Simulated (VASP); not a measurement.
# HCl (I4mm) in VASP: further runs, part 2 of 3

VASP 6.6.1. The steps go on from the part before.

### 4 Vibrations by perturbation theory, LDA

This run uses another cell than the first one, of 10.28 Å³/atom.

Contents of INCAR:

```
PREC = Accurate
ENCUT = 520
EDIFF = 1E-8
ISMEAR = 0
SIGMA = 0.01
LREAL = False
LASPH = True
NELM = 60
ALGO = Normal
ISIF = 2
LWAVE = False
LCHARG = False
GGA = CA
NBANDS = 11
IBRION = 8
NSW = 1
LEPSILON = True
```

Contents of KPOINTS:

```
regular mesh
0
Gamma
  10 10 10
```

Contents of POSCAR:

```
HCl
1.0
   -1.5337953970      1.5337954849      2.1842977885
    1.5337953970     -1.5337954849      2.1842977885
    1.5337953970      1.5337954849     -2.1842977885
H Cl
1 1
Direct
    0.6838171968      0.6838171968      0.0000000000
    0.9841828032      0.9841828032      0.0000000000
```

Potentials or basis: VASP PAW LDA potentials, release 64 (H, Cl).

On the command line:

```console
> cat potpaw_LDA.64/H/POTCAR potpaw_LDA.64/Cl/POTCAR > POTCAR
> mpirun -np 1 vasp_std > vasp.out
```

OUTCAR:

```text
PREC = Accurate
   ENCUT = 520
   EDIFF = 1E-8
   ISMEAR = 0
   LREAL = False
   LASPH = True
   NELM = 60
   ISIF = 2
   GGA = CA
   IBRION = 8
   NSW = 1
   LEPSILON = True

 ion  position               nearest neighbor table
   1  0.684  0.684  0.000-   2 1.31
   2  0.984  0.984  0.000-   1 1.31

  LATTYP: Found a body centered tetragonal cell.
 ALAT       =     3.0675907940
 C/A-ratio  =     1.4241128854

  Lattice vectors:

 A1 = (  -1.5337953970,   1.5337954849,   2.1842977885)
 A2 = (   1.5337953970,  -1.5337954849,   2.1842977885)
 A3 = (   1.5337953970,   1.5337954849,  -2.1842977885)

Analysis of symmetry for initial positions (statically):
=====================================================================
 Subroutine PRICEL returns:
 Original cell was already a primitive cell.

 Routine SETGRP: Setting up the symmetry group for a
 body centered tetragonal supercell.

[... 644 lines left out ...]
 ------------------------------------
               1X          1Y          1Z          2X          2Y          2Z
  1X     0.088898   -0.000000    0.000000   -0.088898    0.000000    0.000000
  1Y     0.000000    0.088898   -0.000000   -0.000000   -0.088898    0.000000
  1Z     0.000000    0.000000  -23.219339    0.000000    0.000000   23.219339
  2X    -0.091297   -0.000000    0.000000    0.091297    0.000000    0.000000
  2Y     0.000000   -0.091297    0.000000   -0.000000    0.091297   -0.000000
  2Z     0.000000   -0.000000   23.220500    0.000000    0.000000  -23.220500

 Eigenvectors and eigenvalues of the dynamical matrix
 ----------------------------------------------------

   1 f  =   76.386409 THz   479.949965 2PiTHz 2547.976355 cm-1   315.908663 meV
             X         Y         Z           dx          dy          dz
      0.000000  0.000000  2.987321     0.000000   -0.000000    0.986188
      0.000000  0.000000  4.299497     0.000000   -0.000000   -0.165632
[... 21 lines left out ...]
   6 f/i=    4.728235 THz    29.708375 2PiTHz  157.716936 cm-1    19.554399 meV
             X         Y         Z           dx          dy          dz
      0.000000  0.000000  2.987321     0.000000   -0.985821    0.000000
      0.000000  0.000000  4.299497     0.000000    0.167799    0.000000

--------------------------------------------------------------------------------------------------------

 MACROSCOPIC STATIC DIELECTRIC TENSOR IONIC CONTRIBUTION
 ------------------------------------------------------
           0.000000    -0.000000    -0.000000
          -0.000000     0.000000     0.000000
          -0.000000     0.000000     0.317589
 ------------------------------------------------------

 ELASTIC MODULI CONTR FROM IONIC RELAXATION (kBar)
 Direction    XX          YY          ZZ          XY          YZ          ZX
 --------------------------------------------------------------------------------
 XX          -1.4508     -1.4508    -63.9334      0.0000     -0.0000      0.0000
 YY          -1.4508     -1.4508    -63.9334      0.0000     -0.0000      0.0000
 ZZ         -63.9334    -63.9334  -2817.3894      0.0000     -0.0000      0.0000
 XY           0.0000      0.0000      0.0000      0.0000      0.0000      0.0000
 YZ          -0.0000     -0.0000     -0.0000      0.0000     -0.0000      0.0000
 ZX           0.0000      0.0000      0.0000      0.0000      0.0000      0.0000
 --------------------------------------------------------------------------------

 PIEZOELECTRIC TENSOR IONIC CONTR  for field in x, y, z        (C/m^2)
          XX          YY          ZZ          XY          YZ          ZX
  --------------------------------------------------------------------------------
  x    -0.00000    -0.00000    -0.00000     0.00000    -0.00000     0.00000
  y     0.00000     0.00000     0.00000     0.00000     0.00000     0.00000
  z     0.02020     0.02020     0.89008     0.00000     0.00000     0.00000
```

stdout:

```text
POSCAR found type information on POSCAR H Cl
 POSCAR found :  2 types and       2 ions
 scaLAPACK will be used
 LDA part: xc-table for (Slater(with rela. corr.)+CA(PZ))
 , standard interpolation
 POSCAR, INCAR and KPOINTS ok, starting setup
 FFT: planning ... GRIDC
 FFT: planning ... GRID_SOFT
 FFT: planning ... GRID
 WAVECAR not read
[... 33 lines left out ...]
 force on displaced ion       1 direction 3 :  -0.000  -0.000 -23.219
 Born effective charge ion    1 direction 3 :   0.000   0.000   0.915
 Linear response progress:
 first order change of Fermi-energy   0.57902E-04
 force on displaced ion       2 direction 1 :   0.091  -0.000  -0.000
 Born effective charge ion    2 direction 1 :  -0.640   0.000  -0.000
 Linear response progress:
 first order change of Fermi-energy   0.57623E+00
 force on displaced ion       2 direction 3 :   0.000  -0.000 -23.221
 Born effective charge ion    2 direction 3 :   0.000   0.000  -0.915
 Born effective charges drift removed
 Linear response finished
```

Run time: 5.2 min. Hardware: 1 thread of Intel Xeon 8259CL, shared host; peak memory 0.29 GiB.

What came out:

```
Electronic dielectric tensor (diagonal)                 : 4.20, 4.20, 4.34
Born charges (mean of the diagonal)                     : H +0.73; Cl -0.73 e
Highest phonon frequency at Γ, LO-TO splitting left out : 2548 cm⁻¹
Most unstable mode                                      : 158i cm⁻¹
```

Phonon frequencies in cm⁻¹ (negative: imaginary):
| q point | frequencies |
| --- | --- |
| (0.000, 0.000, 0.000) | -158 -158 0 0 0 2548 |

Electronic dielectric tensor:
```
4.20 0.00 0.00
0.00 4.20 0.00
0.00 0.00 4.34
```

Born effective charge tensors (e):
atom 1, H
```
0.64 0.00 0.00
0.00 0.64 0.00
0.00 0.00 0.92
```
atom 2, Cl
```
-0.64  0.00  0.00
 0.00 -0.64  0.00
 0.00  0.00 -0.92
```

Caveat: the cell stands under pressure or tension, which shifts response properties; some modes are imaginary.

### 5 Vibrations by perturbation theory, LDA

This run uses another cell than the first one, of 13.40 Å³/atom.

Contents of INCAR:

```
SYSTEM = HCl
PREC     = Accurate       ! precision mode
ENCUT    = 520            ! plane-wave cutoff, eV
EDIFF    = 1E-8           ! SCF threshold, eV
ISMEAR   = 0              ! smearing method
SIGMA    = 0.01           ! smearing width, eV
LREAL    = .FALSE.        ! projectors in reciprocal space
LASPH    = .TRUE.         ! aspherical terms in the spheres
NELM     = 60             ! most SCF steps
ALGO     = Normal         ! electronic algorithm
ISIF     = 2              ! what is computed and relaxed
LWAVE    = .FALSE.        ! write WAVECAR
LCHARG   = .FALSE.        ! write CHGCAR
NBANDS   = 11             ! bands
IBRION   = 8              ! ionic algorithm
NSW      = 1              ! ionic steps
LEPSILON = .TRUE.         ! dielectric tensor by DFPT
```

Contents of KPOINTS:

```
regular mesh
0
G
  10 10 10
  0 0 0
```

Contents of POSCAR:

```
HCl
1.0
   -1.6837611838      1.6837612175      2.3633858986
    1.6837611838     -1.6837612175      2.3633858986
    1.6837611838      1.6837612175     -2.3633858986
H Cl
1 1
Direct
    0.6953657621      0.6953657621      0.0000000000
    0.9726342379      0.9726342379      0.0000000000
```

Potentials or basis: VASP PAW LDA potentials, release 64 (H, Cl).

On the command line:

```console
> cat potpaw_LDA.64/H/POTCAR potpaw_LDA.64/Cl/POTCAR > POTCAR
> mpirun -np 1 vasp_std > vasp.out
```

OUTCAR:

```text
SYSTEM = HCl
   PREC = Accurate
   ENCUT = 520
   EDIFF = 1E-8
   ISMEAR = 0
   LREAL = .FALSE.
   LASPH = .TRUE.
   NELM = 60
   ISIF = 2
   IBRION = 8
   NSW = 1
   LEPSILON = .TRUE.

 ion  position               nearest neighbor table
   1  0.695  0.695  0.000-   2 1.31
   2  0.973  0.973  0.000-   1 1.31

  LATTYP: Found a body centered tetragonal cell.
 ALAT       =     3.3675223676
 C/A-ratio  =     1.4036348630

  Lattice vectors:

 A1 = (  -1.6837611838,   1.6837612175,   2.3633858986)
 A2 = (   1.6837611838,  -1.6837612175,   2.3633858986)
 A3 = (   1.6837611838,   1.6837612175,  -2.3633858986)

Analysis of symmetry for initial positions (statically):
=====================================================================
 Subroutine PRICEL returns:
 Original cell was already a primitive cell.

 Routine SETGRP: Setting up the symmetry group for a
 body centered tetragonal supercell.

 Subroutine GETGRP returns: Found  8 space group operations
 (whereof  8 operations were pure point group operations)
 out of a pool of 16 trial point group operations.

The static configuration has the point symmetry C_4v.

Analysis of symmetry for dynamics (positions and initial velocities):
=====================================================================
 Subroutine PRICEL returns:
 Original cell was already a primitive cell.

 Routine SETGRP: Setting up the symmetry group for a
 body centered tetragonal supercell.

 Subroutine GETGRP returns: Found  8 space group operations
 (whereof  8 operations were pure point group operations)
 out of a pool of 16 trial point group operations.

The dynamic configuration has the point symmetry C_4v.

 Subroutine INISYM returns: Found  8 space group operations
 (whereof  8 operations are pure point group operations),
 and found     1 'primitive' translations

----------------------------------------------------------------------------------------

                                     Primitive cell

  volume of cell :      26.8013

  direct lattice vectors                    reciprocal lattice vectors
    -1.683761184  1.683761218  2.363385899     0.000000000  0.296954221  0.211560880
     1.683761184 -1.683761218  2.363385899     0.296954227  0.000000000  0.211560880
     1.683761184  1.683761218 -2.363385899     0.296954227  0.296954221  0.000000000

  length of vectors
     3.354951038  3.354951038  3.354951038     0.364609126  0.364609131  0.419956690

[... 538 lines left out ...]
[... ionic steps 5 to 5 ...]

--------------------------------------- Ionic step        6  -------------------------------------------

------------------------ aborting loop because EDIFF is reached ----------------------------------------

--------------------------------------- Ionic step        7  -------------------------------------------

------------------------ aborting loop because EDIFF is reached ----------------------------------------

[... ionic steps 8 to 8 ...]

--------------------------------------- Ionic step        9  -------------------------------------------

 Free energy of the ion-electron system (eV)
  ---------------------------------------------------
  ---------------------------------------------------
  free energy    TOTEN  =        -0.17981668 eV

  energy without entropy =       -0.17981668

------------------------ aborting loop because EDIFF is reached ----------------------------------------

 INTERNAL STRAIN TENSOR  FOR ION    2  DIRECTION 3   (eV/Angst):
 -----------------------------------------------------------------------------
    -0.71325  0.00000  0.00000
     0.00000 -0.71325  0.00000
     0.00000 -0.00000-31.59449

 MACROSCOPIC STATIC DIELECTRIC TENSOR (including local field effects in DFT)
 ------------------------------------------------------
           3.142409     0.000000     0.000000
           0.000000     3.142409     0.000000
          -0.000000     0.000000     3.282426
 ------------------------------------------------------

 PIEZOELECTRIC TENSOR (including local field effects)  for field in x, y, z        (e  Angst)
          XX          YY          ZZ          XY          YZ          ZX
  --------------------------------------------------------------------------------
  x     0.00000     0.00000    -0.00000     0.00000     0.00000     0.14344
  y     0.00000     0.00000     0.00000     0.00000     0.14344     0.00000
  z     0.17800     0.17800    -0.36249     0.00000     0.00000     0.00000

 PIEZOELECTRIC TENSOR (including local field effects)  for field in x, y, z        (C/m^2)
          XX          YY          ZZ          XY          YZ          ZX
  --------------------------------------------------------------------------------
  x     0.00000     0.00000    -0.00000     0.00000     0.00000     0.08575
  y     0.00000     0.00000     0.00000     0.00000     0.08575     0.00000
  z     0.10641     0.10641    -0.21670     0.00000     0.00000     0.00000

 BORN EFFECTIVE CHARGES (including local field effects) (in |e|, cummulative output)
 ---------------------------------------------------------------------------------
 ion    1
    1     0.46201     0.00000     0.00000
    2     0.00000     0.46201     0.00000
    3     0.00000     0.00000     0.70098
 ion    2
    1    -0.46201     0.00000     0.00000
    2     0.00000    -0.46201     0.00000
    3     0.00000    -0.00000    -0.70098

 INTERNAL STRAIN TENSOR FOR ION    2 for displacements in x,y,z  (eV/Angst):
          X           Y           Z          XY          YZ          ZX
  --------------------------------------------------------------------------------
  x     0.00000     0.00000     0.00000     0.00000     0.00000    -1.08847
  y     0.00000    -0.00000    -0.00000     0.00000    -0.33628     0.00000
  z    -0.71325    -0.71325   -31.59449     0.00000     0.00000     0.00000

 SECOND DERIVATIVES (NOT SYMMETRIZED)
 ------------------------------------
               1X          1Y          1Z          2X          2Y          2Z
  1X    -0.103481    0.000000    0.000000    0.103481    0.000000    0.000000
  1Y    -0.000000   -0.103481   -0.000000    0.000000    0.103481    0.000000
  1Z     0.000000    0.000000  -24.681662    0.000000    0.000000   24.681662
  2X     0.108958   -0.000000    0.000000   -0.108958    0.000000    0.000000
  2Y     0.000000    0.108958   -0.000000   -0.000000   -0.108958    0.000000
  2Z     0.000000    0.000000   24.681583    0.000000   -0.000000  -24.681583

 Eigenvectors and eigenvalues of the dynamical matrix
 ----------------------------------------------------

   1 f  =   78.754984 THz   494.832157 2PiTHz 2626.983493 cm-1   325.704296 meV
             X         Y         Z           dx          dy          dz
      0.000000  0.000000  3.286835     0.000000    0.000000    0.986188
      0.000000  0.000000  4.597420     0.000000    0.000000   -0.165628
[... 21 lines left out ...]
   6 f/i=    0.022029 THz     0.138414 2PiTHz    0.734818 cm-1     0.091106 meV
             X         Y         Z           dx          dy          dz
      0.000000  0.000000  3.286835    -0.000000   -0.169883    0.000000
      0.000000  0.000000  4.597420     0.000000   -0.985464    0.000000

--------------------------------------------------------------------------------------------------------

 MACROSCOPIC STATIC DIELECTRIC TENSOR IONIC CONTRIBUTION
 ------------------------------------------------------
          13.563194     0.000000    -0.000000
           0.000000    13.563195     0.000000
          -0.000000     0.000000     0.134416
 ------------------------------------------------------

 ELASTIC MODULI CONTR FROM IONIC RELAXATION (kBar)
 Direction    XX          YY          ZZ          XY          YZ          ZX
 --------------------------------------------------------------------------------
 XX          -1.0267     -1.0267    -50.0053      0.0000      0.0000      0.0000
 YY          -1.0267     -1.0267    -50.0053      0.0000      0.0000      0.0000
 ZZ         -50.0053    -50.0053  -2435.5187      0.0000     -0.0000     -0.0000
 XY           0.0000      0.0000      0.0000      0.0000      0.0000      0.0000
 YZ           0.0000      0.0000     -0.0000      0.0000   -147.5952     -0.0000
 ZX           0.0000      0.0000     -0.0000      0.0000     -0.0000   -447.4273
 --------------------------------------------------------------------------------

 PIEZOELECTRIC TENSOR IONIC CONTR  for field in x, y, z        (C/m^2)
          XX          YY          ZZ          XY          YZ          ZX
  --------------------------------------------------------------------------------
  x    -0.00000    -0.00000     0.00000     0.00000     0.00000     2.31801
  y    -0.00000    -0.00000     0.00000     0.00000     1.33134     0.00000
  z     0.01105     0.01105     0.53839     0.00000     0.00000    -0.00000
```

It took 16 min on 1 thread of Intel Xeon 8259CL, shared host; peak memory 0.35 GiB.

Results:

| Quantity | Value |
| --- | --- |
| Electronic dielectric tensor (diagonal) | 3.14, 3.14, 3.28 |
| Born charges (mean of the diagonal) | H +0.54; Cl -0.54 e |
| Highest phonon frequency at Γ, LO-TO splitting left out | 2627 cm⁻¹ |

Phonon frequencies in cm⁻¹ (negative: imaginary):
| q point | frequencies |
| --- | --- |
| (0.000, 0.000, 0.000) | -1 -1 0 170 170 2627 |

Electronic dielectric tensor:
```
3.14 0.00 0.00
0.00 3.14 0.00
0.00 0.00 3.28
```

Born effective charge tensors (e):
atom 1, H
```
0.46 0.00 0.00
0.00 0.46 0.00
0.00 0.00 0.70
```
atom 2, Cl
```
-0.46  0.00  0.00
 0.00 -0.46  0.00
 0.00  0.00 -0.70
```

Caveat: the cell stands under pressure or tension, which shifts response properties.

(Continued in part 3 of 3.)
